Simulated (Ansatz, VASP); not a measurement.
Si2Br in VASP and in Ansatz

```
Si Br
1.0
     6.15586    0.00000    0.00000
    -3.07793    5.33113    0.00000
     0.00000    0.00000    6.77233
Si Br
6 3
Direct
  0.41500 0.27200 0.21300
  0.72800 0.14300 0.54633
  0.85700 0.58500 0.87967
  0.27200 0.41500 0.78700
  0.14300 0.72800 0.45367
  0.58500 0.85700 0.12033
  0.46500 0.00000 0.33333
  0.00000 0.46500 0.66667
  0.53500 0.53500 0.00000
```

Alike in both runs: task single point; functional PBE; k mesh 3 × 3 × 4; occupations gaussian, width 0.1 eV; no spin polarisation.

|  | VASP | Ansatz |
| --- | --- | --- |
| version | VASP 6.6.1 | Ansatz 0.2.0 |
| potentials or method | VASP PAW PBE potentials, release 64 (Si, Br), cutoff 520 eV | scalar-relativistic, plane waves, PAW |
| valence electrons in the cell | 45 | 45 |

VASP gave:

* gap on the k mesh at the Fermi level (eV): none
* rms of the force components (eV/Å): 2.539

Q: What did Ansatz give for the same quantities?

A: gap on the k mesh at the Fermi level (eV): none; rms of the force components (eV/Å): 2.540.

Atom by atom the forces differ by 0.005 eV/Å (rms over components). A gap of «none» marks a metal or a gap that the smearing closes.

The k mesh is coarse, so the values compare programs but aren't converged.
